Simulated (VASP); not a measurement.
# Si32PC30 (a cell with a defect) in VASP: further runs, part 2 of 3

VASP 6.6.1. Earlier steps stand in the parts before.

### Step 3. Single point, PBE, collinear spin, zero start

Contents of INCAR:

```
PREC = Accurate
ENCUT = 520
EDIFF = 1E-7
ISMEAR = 0
SIGMA = 0.05
LREAL = Auto
LASPH = T
NELM = 150
ALGO = Normal
ISIF = 2
LWAVE = F
LCHARG = F
ISPIN = 2
MAGMOM = 0 0 0 0 0 0 0 0 0 0 0 0 0 0 0 0 0 0 0 0 0 0 0 0 0 0 0 0 0 0 0 0 0 0 0 0 0 0 0 0 0 0 0 0 0 0 0 0 0 0 0 0 0 0 0 0 0 0 0 0 0 0 0
LORBIT = 11
GGA = PE
NBANDS = 168
```

Contents of KPOINTS:

```
Automatic mesh
0
Gamma
  1 1 1
```

Contents of POSCAR:

```
Si32PC30
1.0
    8.7079860000      0.0000000000      0.0000000000
    0.0000000000      8.7079860000      0.0000000000
    0.0000000000      0.0000000000      8.7079860000
Si C P
32 30 1
Direct
    0.6317410248      0.1179508098      0.1234296886
    0.8737194800      0.3736527597      0.1256065409
    0.8753358124      0.1211127349      0.3776249755
    0.1234223390      0.1239618438      0.1233745667
    0.3549866754      0.3946964315      0.0557421659
    0.6257218374      0.6262578971      0.1233733035
    0.8776967487      0.8719867028      0.1219170541
    0.3764656948      0.1229466837      0.3829012817
    0.6266948523      0.3731819275      0.3828608590
    0.8762697827      0.6236615447      0.3768523514
    0.6256017178      0.1240824227      0.6263924862
    0.8735398748      0.3738576291      0.6239795287
    0.8740918968      0.1220061677      0.8769844141
    0.1221613126      0.6275236318      0.1131465990
    0.3760371227      0.8759660385      0.1256066558
    0.1064615860      0.3499620923      0.3969790489
    0.3997240005      0.6432284113      0.3969831830
    0.6285755397      0.8743447681      0.3776241717
    0.1232707540      0.1165700083      0.6292649069
    0.3761072882      0.3735793787      0.6289082229
    0.6331106871      0.6264037402      0.6292600838
    0.8768588971      0.8728239802      0.6246148076
    0.3763685426      0.1195313130      0.8715372303
    0.6301539759      0.3733165166      0.8715349336
    0.8757808063      0.6250146704      0.8766972064
    0.1260122605      0.8734088456      0.3768541888
    0.1244610407      0.6252180470      0.6227280338
    0.3758247889      0.8761358826      0.6239890602
    0.1175272905      0.3753940349      0.8692287746
    0.3742896463      0.6321517972      0.8692309565
    0.6276759058      0.8755936218      0.8769860218
    0.1246683217      0.8739035639      0.8766982400
    0.4997511480      0.0018519782      0.0022528745
    0.7478384784      0.2499348299      0.0022487404
    0.7526014626     -0.0029162886      0.2519220862
    0.0000249197     -0.0010129782      0.0003686271
    0.2419902834      0.2393411060     -0.0141372529
    0.5103444126      0.5076892636     -0.0141388606
    0.7506962000      0.7496594505      0.0003674788
    0.2531338475      0.0043758683      0.2500711416
    0.7453050568      0.4965486853      0.2500697635
    0.5033422194      0.0004010112      0.5002998397
    0.7492703824      0.2463455959      0.5002936385
    0.7510774592     -0.0013943523      0.7503497364
   -0.0026874182      0.4970804960     -0.0002481630
    0.2526059413      0.7523733961     -0.0002466701
   -0.0039019355      0.2453911846      0.2493651230
    0.5042951378      0.7535882580      0.2493645488
    0.0008677092     -0.0030478919      0.5001280434
    0.2515501288      0.2426749423      0.5103866726
    0.5070079350      0.4981310259      0.5103811605
    0.7527328363      0.7488120675      0.5001295363
    0.2508717860     -0.0056238033      0.7508960166
    0.5011267818      0.2485563252      0.7516868998
    0.7553086328      0.4988113210      0.7508937199
    0.0033243048      0.7463575389      0.2489751362
   -0.0017180781      0.4985483440      0.5015408844
    0.2511308585      0.7514029076      0.5015435257
   -0.0039646366      0.2468490418      0.7478560485
    0.2488817736      0.5008002999      0.7487738267
    0.5028349839      0.7536438391      0.7478599529
    0.0009519997      0.7487319111      0.7508312485
    0.2732655978      0.4764257774      0.2651703850
```

Potentials or basis: VASP PAW PBE potentials, release 64 (Si, C, P).

On the command line:

```console
cat potpaw_PBE.64/Si/POTCAR potpaw_PBE.64/C/POTCAR potpaw_PBE.64/P/POTCAR > POTCAR
mpirun -np 1 vasp_gam > vasp.out
```

Wall time 8.5 min (1 thread of Intel Xeon Platinum 8259CL at 2.50GHz (Skylake/Cascade Lake), shared host); peak memory 0.99 GiB.

Results (log left out):

```yaml
Free_energy: -459.0749 eV
Pressure: 7.4 GPa
Largest_force: 1.438 eV/Å
Net_moment: 0.00 μB per cell
Valence_electrons_inside_the_program's_atomic_spheres: Si 1.64, 1.67, 1.68, 1.76, 1.63, 1.66, 1.72, 1.69 (each value once); C 2.55, 2.56, 2.57, 2.59, 2.53, 2.58 (each value once); P 2.76
```

Forces in eV/Å, atoms in the order of the input:
```
Si  -0.060  0.060  0.035
Si   0.043 -0.026 -0.024
Si   0.008 -0.015  0.014
Si  -0.006 -0.035  0.005
Si   0.505 -0.504  0.363
Si   0.035  0.008  0.005
Si  -0.036  0.034 -0.012
Si   0.042 -0.074 -0.059
Si   0.076 -0.041 -0.058
Si  -0.001  0.009  0.036
Si   0.008 -0.005 -0.001
Si   0.006 -0.002  0.025
Si   0.033 -0.013  0.009
Si  -0.197  0.198  0.056
Si   0.024 -0.045 -0.024
Si  -0.080 -0.046  0.051
Si   0.046  0.078  0.059
Si   0.015 -0.008  0.015
Si   0.068  0.041 -0.066
Si   0.015 -0.017 -0.071
Si  -0.041 -0.065 -0.066
Si   0.019 -0.020 -0.006
Si   0.024 -0.012 -0.003
Si   0.009 -0.028 -0.004
Si   0.028 -0.019  0.010
Si  -0.008  0.000  0.038
Si   0.002 -0.001 -0.014
Si   0.002 -0.005  0.021
Si   0.097  0.008  0.063
Si  -0.010 -0.097  0.064
Si   0.015 -0.032  0.009
Si   0.019 -0.029  0.011
C    0.003  0.002  0.001
C   -0.004 -0.005 -0.013
C   -0.038  0.053  0.016
C    0.017 -0.012 -0.011
C    0.019 -0.054  0.052
C    0.054 -0.023  0.052
C    0.018 -0.016 -0.007
C    0.017 -0.061 -0.026
C    0.048 -0.005 -0.026
C    0.035 -0.002  0.023
C    0.006 -0.032  0.020
C    0.011 -0.005  0.004
C    0.064  0.001  0.004
C    0.001 -0.065  0.001
C   -0.001 -0.063 -0.002
C    0.045  0.017 -0.003
C    0.016  0.010  0.014
C    0.092  0.047 -0.156
C   -0.044 -0.089 -0.155
C   -0.009 -0.015  0.011
C    0.010  0.023  0.003
C   -0.007  0.001 -0.017
C   -0.022 -0.009  0.000
C   -0.117  0.103  0.035
C   -0.047 -0.007  0.033
C    0.012  0.048  0.025
C    0.088 -0.001 -0.003
C    0.023 -0.028 -0.017
C   -0.013 -0.078  0.002
C    0.012 -0.020  0.006
P   -0.988  0.986 -0.344
```

Stress tensor (GPa, compression positive):
```
 6.82  0.66  0.71
 0.66  6.82 -0.71
 0.71 -0.71  8.40
```

Levels at points of the mesh, in eV from the Fermi level:
Spin up:
```csv
k point,band 123,band 124,band 125,band 126,band 127,band 128,band 129,band 130,band 131,band 132
"(0.00, 0.00, 0.00)",-1.46,-1.39,-1.35,-0.14,0.00,0.29,1.00,1.30,1.61,2.37
```
Spin down:
```csv
k point,band 123,band 124,band 125,band 126,band 127,band 128,band 129,band 130,band 131,band 132
"(0.00, 0.00, 0.00)",-1.46,-1.39,-1.35,-0.14,0.00,0.29,1.00,1.30,1.61,2.37
```

Caveat: the k points lie up to 0.72 Å⁻¹ apart; no moment was typed at the start, so none could form.

### Step 4. Single point, PBE, collinear spin, zero start

Edit INCAR of step 3 so:

```diff
@@ -1,4 +1,5 @@
+SYSTEM = Si32PC30
 PREC = Accurate
 ENCUT = 520
-EDIFF = 1E-7
+EDIFF = 1E-6
 ISMEAR = 0
@@ -6,3 +7,3 @@
 LREAL = Auto
-LASPH = T
+LASPH = .TRUE.
 NELM = 150
@@ -10,4 +11,4 @@
 ISIF = 2
-LWAVE = F
-LCHARG = F
+LWAVE = .FALSE.
+LCHARG = .FALSE.
 ISPIN = 2
```

Contents of KPOINTS:

```
Automatic mesh
0
G
  1 1 1
  0 0 0
```

Contents of POSCAR:

```
Si32PC30
1.0
    8.7079860000      0.0000000000      0.0000000000
    0.0000000000      8.7079860000      0.0000000000
    0.0000000000      0.0000000000      8.7079860000
Si C P
32 30 1
Direct
    0.6277606556      0.1220851756      0.1208497579
    0.8758529240      0.3734638526      0.1259023613
    0.8750821372      0.1223008397      0.3757638104
    0.1215964288      0.1249766594      0.1244186658
    0.3844745501      0.3653695585      0.0819812985
    0.6248674493      0.6282454979      0.1244177471
    0.8757473887      0.8740939639      0.1230832250
    0.3709196363      0.1184952525      0.3825310468
    0.6313281854      0.3789065577      0.3825114096
    0.8764571969      0.6256261781      0.3761086662
    0.6244953770      0.1253479278      0.6282813270
    0.8737821811      0.3743377631      0.6265522246
    0.8754944025      0.1235978101      0.8752633502
    0.1139318552      0.6359108754      0.1108831594
    0.3763793373      0.8739885434      0.1259031652
    0.1059236889      0.3529199519      0.3942543086
    0.3969222045      0.6439222571      0.3942560312
    0.6275453360      0.8747574927      0.3757631213
    0.1231270928      0.1191312205      0.6290937996
    0.3764250425      0.3734161952      0.6298844532
    0.6307105914      0.6267116185      0.6290913881
    0.8767510651      0.8730884501      0.6259109741
    0.3761962869      0.1215707053      0.8707104031
    0.6282743220      0.3736444914      0.8707082212
    0.8756603421      0.6265377551      0.8743059532
    0.1242112700      0.8733809402      0.3761099294
    0.1237065609      0.6261343323      0.6251159568
    0.3755009482      0.8760541186      0.6265581961
    0.1193556122      0.3756704478      0.8700098967
    0.3741694118      0.6304852810      0.8700093225
    0.6262446908      0.8743467204      0.8752633502
    0.1233062387      0.8741804362      0.8743071016
    0.4985120555      0.0006028949      0.0011642187
    0.7492422473      0.2513303306      0.0011623813
    0.7492610806      0.0005826835      0.2510606930
   -0.0003206252     -0.0007429961     -0.0000188333
    0.2432982782      0.2429008269     -0.0097239476
    0.5069425927      0.5065431892     -0.0097275076
    0.7505849229      0.7501633558     -0.0000190630
    0.2515373819      0.0024911616      0.2488784433
    0.7473485832      0.4983021332      0.2488768356
    0.5027772208      0.0016435488      0.5005027569
    0.7481918322      0.2470652801      0.5004986228
    0.7505347390     -0.0006931568      0.7505834300
   -0.0027444922      0.4985426022     -0.0017551705
    0.2513010471      0.7525864189     -0.0017542518
   -0.0042013159      0.2454534263      0.2497208884
    0.5043907971      0.7540439316      0.2497206587
    0.0002147454     -0.0017572376      0.5001777679
    0.2524265657      0.2451331456      0.5069374250
    0.5047063695      0.4974119159      0.5069346689
    0.7515992791      0.7496239659      0.5001776530
    0.2501248854     -0.0032735468      0.7506059380
    0.5004764592      0.2493652378      0.7513400917
    0.7531171961      0.4997171562      0.7506038710
   -0.0000837163      0.7499233462      0.2499534335
   -0.0028121313      0.4993917078      0.5026721449
    0.2504476925      0.7526538283      0.5026742119
   -0.0019418956      0.2480916942      0.7474560708
    0.2491447506      0.5006953387      0.7495253208
    0.5017508067      0.7517808366      0.7474573340
    0.0005653431      0.7492775023      0.7500812473
    0.2615155789      0.4883294484      0.2555135022
```

On the command line:

```console
cat potpaw_PBE.64/Si/POTCAR potpaw_PBE.64/C/POTCAR potpaw_PBE.64/P/POTCAR > POTCAR
mpirun -np 1 vasp_gam > vasp.out
```

It took 7.5 min on 1 thread of Intel Xeon Platinum 8259CL at 2.50GHz (Skylake/Cascade Lake), shared host; peak memory 0.98 GiB.

The run converged. Its results:

```
Free energy                                           : -459.8616 eV
Pressure                                              : 6.9 GPa
Largest force                                         : 1.232 eV/Å
Net moment                                            : 0.00 μB per cell
Valence electrons inside the program's atomic spheres : Si 1.63, 1.67, 1.68, 1.70, 1.65, 1.66, 1.72 (each value once); C 2.55, 2.57, 2.54, 2.56, 2.58, 2.59 (each value once); P 2.75
```

Forces in eV/Å, atoms in the order of the input:
```
Si  -0.083  0.084 -0.069
Si   0.063 -0.021  0.008
Si   0.006  0.016 -0.046
Si  -0.034  0.009  0.029
Si   0.729 -0.729  0.675
Si  -0.010  0.036  0.031
Si  -0.036  0.036  0.028
Si  -0.127 -0.127  0.005
Si   0.124  0.127  0.007
Si   0.014  0.030 -0.022
Si  -0.015  0.017  0.042
Si   0.018 -0.009  0.060
Si   0.049  0.024 -0.043
Si  -0.188  0.188 -0.046
Si   0.019 -0.066  0.008
Si   0.012  0.069 -0.082
Si  -0.069 -0.012 -0.080
Si  -0.016 -0.006 -0.048
Si   0.009  0.051 -0.012
Si   0.021 -0.024  0.016
Si  -0.056 -0.007 -0.014
Si   0.010 -0.010  0.027
Si   0.003  0.032 -0.021
Si  -0.031 -0.008 -0.020
Si   0.008  0.022 -0.061
Si  -0.031 -0.016 -0.021
Si  -0.008  0.008  0.055
Si   0.007 -0.019  0.058
Si   0.055 -0.009  0.021
Si   0.006 -0.058  0.022
Si  -0.023 -0.049 -0.046
Si  -0.022 -0.010 -0.060
C   -0.025 -0.044 -0.034
C    0.039  0.030 -0.034
C   -0.076  0.071 -0.012
C    0.010 -0.005 -0.011
C    0.058  0.065  0.114
C   -0.064 -0.058  0.109
C    0.011 -0.005 -0.012
C   -0.029 -0.085 -0.043
C    0.067  0.039 -0.045
C    0.009  0.005  0.005
C   -0.006 -0.005  0.005
C   -0.002  0.002  0.005
C    0.010  0.015 -0.039
C   -0.016 -0.009 -0.034
C    0.014 -0.027  0.003
C    0.010  0.007  0.003
C   -0.008  0.022  0.002
C    0.031  0.045 -0.090
C   -0.060 -0.015 -0.091
C   -0.012  0.007  0.002
C   -0.006  0.057 -0.004
C   -0.005  0.001 -0.002
C   -0.041  0.009 -0.007
C   -0.077  0.074  0.023
C   -0.015  0.003  0.029
C   -0.005  0.018  0.017
C    0.068  0.015 -0.003
C    0.018 -0.021  0.016
C   -0.020 -0.063 -0.001
C   -0.001 -0.003 -0.016
P   -0.284  0.281 -0.256
```

Stress tensor (GPa, compression positive):
```
 6.50  0.91  0.25
 0.91  6.50 -0.25
 0.25 -0.25  7.58
```

Levels at points of the mesh, in eV from the Fermi level:
Spin up:
```tsv
k point	band 125	band 126	band 127	band 128	band 129	band 130
(0.00, 0.00, 0.00)	-1.56	-0.38	0.00	0.12	0.36	0.86
```
Spin down:
```tsv
k point	band 124	band 125	band 126	band 127	band 128	band 129
(0.00, 0.00, 0.00)	-1.62	-1.56	-0.38	0.00	0.12	0.36
```

Caveat: the k points lie up to 0.72 Å⁻¹ apart; no moment was typed at the start, so none could form.

(Continued in part 3 of 3.)
